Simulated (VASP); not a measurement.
Runs of VASP 6.6.1 on Mg3SnO. The structure is that of space group Pm-3m (No. 221), or close to it. The cells are those of the table. 

```tsv
task	level	potentials or basis	cell	cutoff (eV)	gap on the mesh (eV)	pressure (GPa)	relaxed volume (Å³/atom)
single point	LDA	VASP PAW LDA potentials, release 64 (Sn_d, O, Mg)	a = 4.289 Å, 5 atoms	520	none	-0.7	-
relaxation of cell and atoms	LDA	VASP PAW LDA potentials, release 64 (Sn_d, O, Mg)	relaxed from a = 4.389 Å, 5 atoms	600	none	0.0	(a)
single point	PBE	VASP PAW PBE potentials, release 64 (Sn_d, O, Mg)	a = 4.345 Å, 5 atoms	520	none	2.0	-
relaxation of cell and atoms	PBE	VASP PAW PBE potentials, release 64 (Sn_d, O, Mg)	relaxed from a = 3.899 Å, 5 atoms	600	none	0.0	16.82
single point	PBE	VASP PAW PBE potentials, release 64 (Sn_d, O, Mg)	a = 4.389 Å, 5 atoms	520	none	-0.3	-
single point	LDA	VASP PAW LDA potentials, release 64 (Sn_d, O, Mg)	a = 4.345 Å, 5 atoms	520	none	(b)	-
single point	PBEsol	VASP PAW PBE potentials, release 64 (Sn_d, O, Mg)	a = 4.347 Å, 5 atoms	520	none	-0.3	-
relaxation of cell and atoms	r2SCAN	VASP PAW PBE potentials, release 64 (Sn_d, O, Mg)	relaxed from a = 4.389 Å, 5 atoms	600	0.01	0.0	16.30
```

Alike in all rows: no spin polarisation; k mesh 6 × 6 × 6; smearing fermi-dirac 0.02 eV.

Task: Estimate the missing entries.

Result: (a) 15.65; (b) -3.6.

Caveats: spin-orbit coupling is left out, which moves the levels of the heavy elements; semilocal functionals underestimate gaps, and a narrow one can read as zero (at least some runs); the PAW data sets were made with another functional, which shifts forces and pressure a little (at least some runs); the volume moved by over 15 % at a fixed basis, so the end points are rough (at least some runs); the cell stands under tension (at least some runs); the smearing spreads over this small gap (at least some runs).

A k mesh can miss the band edges, and the runs leave out spin-orbit coupling on Sn.

A gap of «none» marks levels without a gap at the run's occupations.
